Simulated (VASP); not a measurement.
Wanted: the native input for a VASP 6.6.1 run.

| Property | Result |
| --- | --- |
| Task | relaxation of the atoms |
| Functional | PBE |
| Potentials or basis | VASP PAW PBE potentials, release 64 (Si) |
| Cutoff | 520 eV |
| k mesh | 2 × 2 × 2 |
| Occupations | gaussian, width 0.02 eV |
| Spin | no spin polarisation |
| Dipole correction | no |
| Further INCAR settings | LREAL = Auto; ALGO = Normal; EDIFF = 1e-06; IBRION = 2; EDIFFG = -0.03; NSW = 80 |

The structure of Si (a cell with a defect) lies in POSCAR:

```
Si
1.0
    0.0000000000      5.4300000000      5.4300000000
    5.4300000000      0.0000000000      5.4300000000
    5.4300000000      5.4300000000      0.0000000000
Si
17
Direct
    0.0000000000      0.0000000000      0.0000000000
    0.1250000000      0.1250000000      0.1250000000
    0.0000000000      0.0000000000      0.5000000000
    0.1250000000      0.1250000000      0.6250000000
    0.0000000000      0.5000000000      0.0000000000
    0.1250000000      0.6250000000      0.1250000000
    0.0000000000      0.5000000000      0.5000000000
    0.1250000000      0.6250000000      0.6250000000
    0.5000000000      0.0000000000      0.0000000000
    0.6250000000      0.1250000000      0.1250000000
    0.5000000000      0.0000000000      0.5000000000
    0.6250000000      0.1250000000      0.6250000000
    0.5000000000      0.5000000000      0.0000000000
    0.6250000000      0.6250000000      0.1250000000
    0.5000000000      0.5000000000      0.5000000000
    0.6250000000      0.6250000000      0.6250000000
    0.2474211000      0.2488666000      0.2497869000
```

The input as run:

INCAR

```
ALGO = Normal
EDIFF = 1E-6
EDIFFG = -0.03
ENCUT = 520
GGA = PE
IBRION = 2
ISIF = 2
ISMEAR = 0
LASPH = True
LCHARG = False
LREAL = Auto
LWAVE = False
NELM = 60
NSW = 80
PREC = Accurate
SIGMA = 0.02
```

KPOINTS

```
k-points
0
Gamma
  2 2 2
```

Potentials or basis: VASP PAW PBE potentials, release 64 (Si).

Command:

```sh
$ cat potpaw_PBE.64/Si/POTCAR > POTCAR
$ mpirun -np 1 vasp_std > vasp.out
```

Results of the run:

| Item | Value |
| --- | --- |
| Energy gained by relaxing | 7.2 meV/atom |
| Ionic steps | 6 |
| Pressure after relaxing | 5.3 GPa |
| Largest force after relaxing | 0.013 eV/Å |
| Band gap on the k mesh | zero (bands 34 and 35 overlap by 0.25 eV) |

Caveat: the k points lie up to 0.50 Å⁻¹ apart.

It took 6.7 min on 1 thread of Intel(R) Xeon(R) Platinum 8488C (Sapphire Rapids) (shared host), peak memory 0.53 GiB.
